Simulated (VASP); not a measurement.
# Ir (Fm-3m) in VASP: further runs

Runs on Ir. Level: PBE. Tasks: single point.

All numbers are computed with VASP 6.6.1; they aren't measurements. Logs are shortened: lines on timing, memory, paths and dates and some standing lists are left out, and cuts for length are marked.

## 1. The cell of the first run

Symmetry: Fm-3m, No. 225, cubic system. The conventional cell has a = 3.871 Å, b = 3.871 Å, c = 3.871 Å, α = 90.00°, β = 90.00°, γ = 90.00°. Ir (site symmetry m-3m) has 12 Ir at 2.74 Å within 3.6 Å.

## 2. Single point, PBE (14.50 Å³/atom)

File INCAR:

```
PREC = Accurate
ENCUT = 500
EDIFF = 1E-6
ISMEAR = 0
SIGMA = 0.05
LREAL = F
LASPH = T
NELM = 120
ALGO = Normal
ISIF = 2
LWAVE = F
LCHARG = F
GGA = PE
NBANDS = 10
GGA_COMPAT = F
```

File KPOINTS:

```
regular mesh
0
Gamma
  18 18 18
```

File POSCAR:

```
Ir
1.0
    0.0000000000      1.9352826414      1.9352826414
    1.9352826414      0.0000000000      1.9352826414
    1.9352826414      1.9352826414      0.0000000000
Ir
1
Direct
    0.0000000000      0.0000000000      0.0000000000
```

Potentials or basis: VASP PAW PBE potentials, release 64 (Ir).

Started as:

```bash
cat potpaw_PBE.64/Ir/POTCAR > POTCAR
mpirun -np 1 vasp_std > vasp.out
```

OUTCAR:

```text
PREC = Accurate
   ENCUT = 500
   EDIFF = 1E-6
   ISMEAR = 0
   LREAL = F
   LASPH = T
   NELM = 120
   ISIF = 2
   GGA = PE

 ion  position               nearest neighbor table
   1  0.000  0.000  0.000-

  LATTYP: Found a face centered cubic cell.
 ALAT       =     3.8705652828

  Lattice vectors:

 A1 = (   0.0000000000,   1.9352826414,   1.9352826414)
 A2 = (   1.9352826414,   0.0000000000,   1.9352826414)
 A3 = (   1.9352826414,   1.9352826414,   0.0000000000)

Analysis of symmetry for initial positions (statically):
=====================================================================
 Subroutine PRICEL returns:
 Original cell was already a primitive cell.

 Routine SETGRP: Setting up the symmetry group for a
 face centered cubic supercell.

 Subroutine GETGRP returns: Found 48 space group operations
 (whereof 48 operations were pure point group operations)
 out of a pool of 48 trial point group operations.

The static configuration has the point symmetry O_h .

Analysis of symmetry for dynamics (positions and initial velocities):
=====================================================================
 Subroutine PRICEL returns:
 Original cell was already a primitive cell.

 Routine SETGRP: Setting up the symmetry group for a
 face centered cubic supercell.

 Subroutine GETGRP returns: Found 48 space group operations
 (whereof 48 operations were pure point group operations)
 out of a pool of 48 trial point group operations.

The dynamic configuration has the point symmetry O_h .

 Subroutine INISYM returns: Found 48 space group operations
 (whereof 48 operations are pure point group operations),
 and found     1 'primitive' translations

----------------------------------------------------------------------------------------

                                     Primitive cell

  volume of cell :      14.4965

  direct lattice vectors                    reciprocal lattice vectors
     0.000000000  1.935282641  1.935282641    -0.258360195  0.258360195  0.258360195
     1.935282641  0.000000000  1.935282641     0.258360195 -0.258360195  0.258360195
     1.935282641  1.935282641  0.000000000     0.258360195  0.258360195 -0.258360195

  length of vectors
     2.736902958  2.736902958  2.736902958     0.447492984  0.447492984  0.447492984

  position of ions in fractional coordinates (direct lattice)
     0.000000000  0.000000000  0.000000000

  ion indices of the primitive-cell ions
   primitive index   ion index
                 1           1

----------------------------------------------------------------------------------------

 KPOINTS: regular mesh

Automatic generation of k-mesh.
 Grid dimensions read from file:
 generate k-points for:   18   18   18

 Generating k-lattice:

  Cartesian coordinates                     Fractional coordinates (reciprocal lattice)
    -0.014353344  0.014353344  0.014353344     0.055555556  0.000000000  0.000000000
     0.014353344 -0.014353344  0.014353344     0.000000000  0.055555556  0.000000000
     0.014353344  0.014353344 -0.014353344     0.000000000  0.000000000  0.055555556

  Length of vectors
     0.024860721  0.024860721  0.024860721

  Shift w.r.t. Gamma in fractional coordinates (k-lattice)
     0.000000000  0.000000000  0.000000000

 Subroutine IBZKPT returns following result:
 ===========================================

 Found    195 irreducible k-points:

 Following reciprocal coordinates:
            Coordinates               Weight
  0.000000  0.000000  0.000000      1.000000
  0.055556  0.000000  0.000000      8.000000
  0.111111  0.000000  0.000000      8.000000
  0.166667  0.000000  0.000000      8.000000
  0.222222  0.000000  0.000000      8.000000
  0.277778  0.000000  0.000000      8.000000
[... 16 lines left out ...]
 -0.277778  0.055556  0.000000     24.000000
 -0.222222  0.055556  0.000000     24.000000
 [... further k-points ...]
   k-points           NKPTS =    195   k-points in BZ     NKDIM =    195   number of bands    NBANDS=     10
   number of dos      NEDOS =    301   number of ions     NIONS =      1
   total plane-waves  NPLWV =   8000
   dimension x,y,z NGX =    20 NGY =   20 NGZ =   20
   dimension x,y,z NGXF=    40 NGYF=   40 NGZF=   40
   ions per type =               1
   NGX,Y,Z   is equivalent  to a cutoff of  12.15, 12.15, 12.15 a.u.
   NGXF,Y,Z  is equivalent  to a cutoff of  24.30, 24.30, 24.30 a.u.
 SYSTEM =  unknown system
   PREC   = accura    normal or accurate (medium, high low for compatibility)
   ISTART =      0    job   : 0-new  1-cont  2-samecut
   ICHARG =      2    charge: 1-file 2-atom 10-const
   ISPIN  =      1    spin polarized calculation?
   LNONCOLLINEAR =      F non collinear calculations
   LSORBIT =      F    spin-orbit coupling
   LASPH  =      T    aspherical Exc in radial PAW
   ENCUT  =  500.0 eV  36.75 Ry    6.06 a.u.   4.99  4.99  4.99*2*pi/ulx,y,z
   NELM   =    120;   NELMIN=  2; NELMDL= -5     # of ELM steps
   EDIFF  = 0.1E-05   stopping-criterion for ELM
   LREAL  =      F    real-space projection
   EDIFFG = 0.1E-04   stopping-criterion for IOM
   NSW    =      0    number of steps for IOM
   IBRION =     -1    ionic relax: 0-MD 1-quasi-New 2-CG
   NFREE  =      0    steps in history (QN), initial steepest desc. (CG)
   ISIF   =      2    stress and relaxation
   ISYM   =      2    0-nonsym 1-usesym 2-fastsym
   POTIM  = 0.5000    time-step for ionic-motion
   TEBEG  =    0.0;   TEEND  =   0.0 temperature during run
   PSTRESS=    0.0 pullay stress
   NELECT =       9.0000    total number of electrons
   NUPDOWN=      -1.0000    fix difference up-down
   EMIN   =  10.00;   EMAX   =-10.00  energy-range for DOS
   EFERMI =   0.00;   METHOD = LEGACY
   ISMEAR =     0;   SIGMA  =   0.05  broadening in eV -4-tet -1-fermi 0-gaus
   EFERMI_NEDOS =   21; number of points for ismear=-14 and -15
   IALGO  =     38    algorithm
   IMIX   =      4    mixing-type and parameters
     AMIX     =   0.40;   BMIX     =  1.00
     AMIX_MAG =   1.60;   BMIX_MAG =  1.00
  volume/ion in A,a.u.               =      14.50        97.83
  Fermi-wavevector in a.u.,A,eV,Ry     =   1.396587  2.639166 26.537547  1.950455
  Thomas-Fermi vector in A             =   2.519926
   LORBIT       =      0    0 simple, 1 ext, 2 COOP (PROOUT), +10 PAW based schemes
   GGA     = PE    functional components
   LHFCALC =     F    Hartree Fock is set to
   AEXX    =    0.0000 exact exchange contribution
   IVDW    =     0    specifies the selected vdW correction
   LEPSILON=     F    determine dielectric tensor
   LRPA    =     F    only Hartree local field effects (RPA)
 non-spin polarized calculation
 Gauss-broadening in eV      SIGMA  =   0.05
  energy-cutoff  :      500.00
  volume of cell :       14.50
 maximum number of plane-waves:       380
   NGX =  9   NGY =  9   NGZ =  9

 number of electron       9.0000000 magnetization

 Free energy of the ion-electron system (eV)
  ---------------------------------------------------
  ext. energy  EPLUGINS =         0.00000000
  ---------------------------------------------------
  free energy    TOTEN  =        -8.85159141 eV

  energy without entropy =       -8.85019395  energy(sigma->0) =       -8.85089268

 E-fermi :  10.0203     XC(G=0): -13.8432

 val. band max:       10.0152474451   @ k =   0.5000   0.2222   0.1111
 cond. band min:      10.0224563738   @ k =   0.3333   0.1111   0.0556
 fundamental gap:      0.0072089288
 Fermi energy:        10.0203182003

 k-point     1 :       0.0000    0.0000    0.0000
  band No.  band energies     occupation
      1      -0.8707      2.00000
      2       6.2439      2.00000
      3       6.2439      2.00000
      4       6.2439      2.00000
      5       8.8300      2.00000
      6       8.8300      2.00000
      7      24.3586      0.00000
      8      29.8004      0.00000
      9      29.8004      0.00000
     10      29.8004      0.00000

 k-point     2 :       0.0556    0.0000    0.0000
  band No.  band energies     occupation
      1      -0.7366      2.00000
      2       6.1730      2.00000
      3       6.3019      2.00000
      4       6.3019      2.00000
      5       8.7930      2.00000
      6       8.7930      2.00000
      7      24.5881      0.00000
      8      29.0624      0.00000
      9      30.0184      0.00000
     10      30.0184      0.00000

 k-point     3 :       0.1111    0.0000    0.0000
  band No.  band energies     occupation
      1      -0.3477      2.00000
      2       5.9909      2.00000
      3       6.4538      2.00000
      4       6.4538      2.00000
      5       8.7124      2.00000
      6       8.7124      2.00000
      7      25.2181      0.00000
      8      27.6121      0.00000
      9      30.6517      0.00000
     10      30.6517      0.00000

 k-point     4 :       0.1667    0.0000    0.0000
  band No.  band energies     occupation
      1       0.2499      2.00000
      2       5.7835      2.00000
      3       6.6244      2.00000
      4       6.6244      2.00000
      5       8.6830      2.00000
      6       8.6830      2.00000
      7      25.8940      0.00000
      8      26.2117      0.00000
      9      31.6381      0.00000
     10      31.6381      0.00000
[... 222 lines left out ...]
 k-point    22 :      -0.3333    0.0556    0.0000
  band No.  band energies     occupation
      1       2.1723      2.00000
      2       6.3359      2.00000
      3       6.4714      2.00000
      4       6.7332      2.00000
      5       9.6248      2.00000
      6      10.4904      0.00000
      7      20.5037      0.00000
      8      25.2794      0.00000
      9      30.4287      0.00000
     10      32.4843      0.00000

 k-point    23 :      -0.2778    0.0556    0.0000
  band No.  band energies     occupation
      1       1.8764      2.00000
      2       5.9256      2.00000
      3       6.5434      2.00000
      4       6.6469      2.00000
      5       9.0256      2.00000
      6       9.9034      1.99906
      7      22.3594      0.00000
      8      26.2077      0.00000
      9      31.4368      0.00000
     10      33.5817      0.00000

 k-point    24 :      -0.2222    0.0556    0.0000
  band No.  band energies     occupation
      1       1.3015      2.00000
      2       5.5992      2.00000
      3       6.6853      2.00000
      4       6.7744      2.00000
      5       8.5589      2.00000
      6       9.3833      2.00000
      7      24.0427      0.00000
      8      26.8163      0.00000
      9      31.7748      0.00000
     10      33.0127      0.00000

 [... further k-points ...]

------------------------ aborting loop because EDIFF is reached ----------------------------------------

  FORCE on cell =-STRESS in cart. coord.  units (eV):
  Direction    XX          YY          ZZ          XY          YZ          ZX
  --------------------------------------------------------------------------------------
  -------------------------------------------------------------------------------------
  Total        0.0389390      0.0389390      0.0389390      0.0000000      0.0000000      0.0000000
  in kB        4.3036047      4.3036047      4.3036047      0.0000000      0.0000000      0.0000000
  external PRESSURE =       4.3036047 kB  Pullay stress =       0.0000000 kB

 VOLUME and BASIS-vectors are now :
 -----------------------------------------------------------------------------
  energy-cutoff  :      500.00
  volume of cell :       14.50
      direct lattice vectors                 reciprocal lattice vectors
     0.000000000  1.935282641  1.935282641    -0.258360195  0.258360195  0.258360195
     1.935282641  0.000000000  1.935282641     0.258360195 -0.258360195  0.258360195
     1.935282641  1.935282641  0.000000000     0.258360195  0.258360195 -0.258360195

 POSITION                                       TOTAL-FORCE (eV/Angst)
 -----------------------------------------------------------------------------------
      0.00000      0.00000      0.00000         0.000000      0.000000     -0.000000
 -----------------------------------------------------------------------------------
    total drift:                                0.000000      0.000000     -0.000000

  FREE ENERGIE OF THE ION-ELECTRON SYSTEM (eV)
  ---------------------------------------------------
  free  energy   TOTEN  =        -8.8515914076 eV

  energy  without entropy=       -8.8501939543  energy(sigma->0) =       -8.85089268
```

Wall time 29 s (1 thread of Intel Xeon 8259CL, shared host); peak memory 0.15 GiB.

What came out:

| Item | Value |
| --- | --- |
| Free energy | -8.8516 eV |
| Pressure | 0.4 GPa |
| Band gap on the k mesh | zero (an odd number of electrons rules out a gap without spin polarisation) |

Caveat: spin-orbit coupling is left out, which moves the levels of the heavy elements.

## 3. Single point, PBE (14.98 Å³/atom)

This run uses another cell than the first one, of 14.98 Å³/atom.

INCAR is that of step 2.

File KPOINTS:

```
Automatic mesh
0
Gamma
  18 18 18
```

File POSCAR:

```
Ir
1.0
    0.0000000000      1.9564412496      1.9564412496
    1.9564412496      0.0000000000      1.9564412496
    1.9564412496      1.9564412496      0.0000000000
Ir
1
Direct
    0.0000000000      0.0000000000      0.0000000000
```

Potentials or basis: VASP PAW PBE potentials, release 64 (Ir).

Started as:

```bash
cat potpaw_PBE.64/Ir/POTCAR > POTCAR
mpirun -np 1 vasp_std > vasp.out
```

Run time: 30 s. Hardware: 1 thread of Intel Xeon 8259CL, shared host; peak memory 0.15 GiB.

The run converged. Its results:

```yaml
Free_energy: -8.8368 eV
Pressure: -10.1 GPa
Band_gap_on_the_k_mesh: zero (an odd number of electrons rules out a gap without spin polarisation)
```

Levels at points of the mesh, in eV from the Fermi level:
| k point | band 1 | band 2 | band 3 | band 4 | band 5 | band 6 | band 7 | band 8 |
| --- | --- | --- | --- | --- | --- | --- | --- | --- |
| (0.00, 0.00, 0.00) | -10.54 | -3.59 | -3.59 | -3.59 | -1.13 | -1.13 | 14.40 | 19.65 |
| (0.50, 0.00, 0.00) | -7.54 | -3.68 | -3.68 | -0.63 | 0.77 | 0.77 | 6.67 | 13.93 |
| (0.50, 0.50, 0.00) | -7.30 | -6.77 | 0.74 | 1.29 | 1.29 | 1.69 | 9.72 | 11.41 |

Caveat: the cell stands under tension; spin-orbit coupling is left out, which moves the levels of the heavy elements.
